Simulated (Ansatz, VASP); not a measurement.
**One calculation of Rh, two programs**

Contents of INCAR:

```
PREC     = Accurate       # precision mode
ENCUT    = 520            # plane-wave cutoff, eV
EDIFF    = 1E-7           # SCF threshold, eV
ISMEAR   = 0              # smearing method
SIGMA    = 0.15           # smearing width, eV
LREAL    = F              # projectors in reciprocal space
LASPH    = T              # aspherical terms in the spheres
NELM     = 60             # most SCF steps
ALGO     = Fast           # electronic algorithm
ISIF     = 2              # what is computed and relaxed
LWAVE    = F              # write WAVECAR
LCHARG   = F              # write CHGCAR
GGA      = PS             # functional
NBANDS   = 38             # bands
```

Contents of KPOINTS:

```
regular mesh
0
Gamma
  24 24 6
```

The input POSCAR:

```
Rh
1.0
    2.6754312347      0.0000000000      0.0000000000
   -1.3377156174      2.3169914153      0.0000000000
    0.0000000000      0.0000000000      8.7271387725
Rh
4
Direct
    0.0000000000      0.0000000000      0.0000000000
    0.3333333333      0.6666666667      0.2500000000
    0.0000000000      0.0000000000      0.5000000000
    0.6666666667      0.3333333333      0.7500000000
```

Input for Ansatz:

```yaml
crystal:
  lattice:
    - [2.6754312347, 0.0, 0.0]
    - [-1.3377156174, 2.3169914153, 0.0]
    - [0.0, 0.0, 8.7271387725]
  atoms:
    - { symbol: Rh, position: [0.0, 0.0, 0.0] }
    - { symbol: Rh, position: [0.3333333333, 0.6666666667, 0.25] }
    - { symbol: Rh, position: [0.0, 0.0, 0.5] }
    - { symbol: Rh, position: [0.6666666667, 0.3333333333, 0.75] }
basis:
  ecutwfc: 420
kpoints:
  mp_grid: { grid: [24, 24, 6] }
hamiltonian:
  xc: pbesol
scf:
  occupations: { method: gaussian, width: 0.15 }
output:
  forces: true
  stress: true
  eigenvalues: true
```

Alike in both runs: task single point; functional PBEsol; k mesh 24 × 24 × 6; occupations gaussian, width 0.15 eV; no spin polarisation.

```csv
,VASP,Ansatz
version,VASP 6.6.1,Ansatz 0.2.0
potentials or method,"VASP PAW PBE potentials, release 64 (Rh_pv), cutoff 520 eV","scalar-relativistic, plane waves, PAW"
valence electrons in the cell,60,68
```

Ansatz gave:

* gap on the k mesh at the Fermi level (eV): none
* pressure (GPa): 0.1

Question: What did VASP give for the same quantities?

Answer: gap on the k mesh at the Fermi level (eV): none; pressure (GPa): 0.0.

VASP's potentials were made for PBE, not for PBEsol. A gap of «none» marks a metal or a gap that the smearing closes. VASP's potentials hold 60 valence electrons a cell and Ansatz's 68, so a difference there can come from the potentials and not from the codes.
